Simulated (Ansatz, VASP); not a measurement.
Two plane-wave programs on Si

```
CELL_PARAMETERS angstrom
0.00000 8.14068 8.14068
8.14068 0.00000 8.14068
8.14068 8.14068 0.00000
ATOMIC_POSITIONS crystal
Si 0.24896 0.25169 0.58189
Si 0.24917 0.25129 0.91805
Si 0.24895 0.58175 0.25184
Si 0.24588 0.58479 0.58481
Si 0.24912 0.58147 0.91784
Si 0.24912 0.91781 0.25140
Si 0.24907 0.91760 0.58181
Si 0.24807 0.91745 0.91744
Si 0.58281 0.25378 0.25390
Si 0.57958 0.25176 0.58438
Si 0.58410 0.25324 0.90943
Si 0.57952 0.58429 0.25193
Si 0.57965 0.58437 0.58446
Si 0.58228 0.58451 0.91656
Si 0.58406 0.90926 0.25341
Si 0.58224 0.91644 0.58467
Si 0.58207 0.91665 0.91677
Si 0.91582 0.25174 0.25183
Si 0.91630 0.25200 0.57921
Si 0.91268 0.25026 0.91828
Si 0.91624 0.57920 0.25207
Si 0.91325 0.58415 0.58429
Si 0.91371 0.58401 0.91830
Si 0.91264 0.91822 0.25040
Si 0.91367 0.91816 0.58418
Si 0.91290 0.91840 0.91838
Si 0.16118 0.16691 0.16712
Si 0.16153 0.16662 0.50533
Si 0.16222 0.16785 0.83506
Si 0.16148 0.50508 0.16688
Si 0.16270 0.50133 0.50147
Si 0.16315 0.50089 0.83483
Si 0.16220 0.83494 0.16784
Si 0.16310 0.83480 0.50100
Si 0.16242 0.83495 0.83523
Si 0.63355 0.12227 0.12247
Si 0.49699 0.16619 0.50296
Si 0.49723 0.16639 0.83399
Si 0.49699 0.50286 0.16631
Si 0.49551 0.50153 0.50171
Si 0.49718 0.50233 0.83408
Si 0.49718 0.83389 0.16651
Si 0.49713 0.83398 0.50249
Si 0.49800 0.83394 0.83410
Si 0.83016 0.16675 0.16681
Si 0.83001 0.16840 0.50047
Si 0.83155 0.16709 0.83401
Si 0.82996 0.50039 0.16853
Si 0.83004 0.50064 0.50069
Si 0.83210 0.50045 0.83385
Si 0.83149 0.83416 0.16705
Si 0.83207 0.83372 0.50059
Si 0.83192 0.83369 0.83385
```

Alike in both runs: functional PBE; k mesh 1 × 1 × 1; occupations gaussian, width 0.05 eV; collinear spin.

Ansatz relaxed the structure, and its values are those at the end. VASP's run is a single point on that final structure, the one shown.

|  | VASP | Ansatz |
| --- | --- | --- |
| version | VASP 6.6.1 | Ansatz 0.2.0 |
| potentials or method | VASP PAW PBE potentials, release 64 (Si), cutoff 520 eV | scalar-relativistic, plane waves, PAW |
| valence electrons in the cell | 212 | 212 |

```tsv
	VASP	Ansatz	Ansatz less VASP
rms of the force components (eV/Å)	0.010	0.010	-0.0002
net moment per atom (μB)	0.00	0.00	0.000
```

With one functional, cell and mesh, what is left measures potentials, basis and numerics. Ansatz's warnings: seeded moment not kept.
